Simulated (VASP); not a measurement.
Crystal: CuO.

```
CELL_PARAMETERS angstrom
2.55255 0.00000 0.00000
0.00000 2.55255 0.00000
0.00000 0.00000 2.55255
ATOMIC_POSITIONS crystal
Cu 0.00000 0.00000 0.00000
O 0.50000 0.50000 0.50000
```

```yaml
Program: VASP 6.6.1
Task: relaxation of cell and atoms
Functional: PBE
Potentials_or_basis: VASP PAW PBE potentials, release 64 (Cu_sv_GW, O)
Cutoff: 820 eV
k_mesh: 10 × 10 × 10
Occupations: fermi-dirac, width 0.05 eV
Spin: no spin polarisation
Hubbard_terms: Cu d U = 5.0 eV
```

At the start: pressure 17.8 GPa; volume 8.32 Å³/atom.

Task: Where does the relaxation end?

Result: Over 3 steps the energy falls by 36.8 meV/atom and the volume is 9.03 Å³/atom (+8.6 %); space group Pm-3m (No. 221, to 0.1 Å) before and after.

The path:
```
step  energy change (eV)  largest force (eV/Å)  pressure (GPa)  volume (Å³)
   1              0.0000                0.0000           17.76        16.63
   2             -0.0522                0.0000           -7.43        18.95
   3             -0.0737                0.0000           -0.02        18.07
```

Final structure:
```cif
data_structure
_symmetry_space_group_name_H-M 'P 1'
_symmetry_Int_Tables_number 1
_cell_length_a 2.6241
_cell_length_b 2.6241
_cell_length_c 2.6241
_cell_angle_alpha 90.000
_cell_angle_beta 90.000
_cell_angle_gamma 90.000
_cell_volume 18.07
loop_
_atom_site_label
_atom_site_type_symbol
_atom_site_fract_x
_atom_site_fract_y
_atom_site_fract_z
_atom_site_occupancy
Cu1 Cu 0.00000 0.00000 0.00000 1
O1 O 0.50000 0.50000 0.50000 1
```

Caveat: an odd number of electrons without spin polarisation forces a metal; a magnetic or distorted state may lie lower; U without spin polarisation on a metal has little footing.
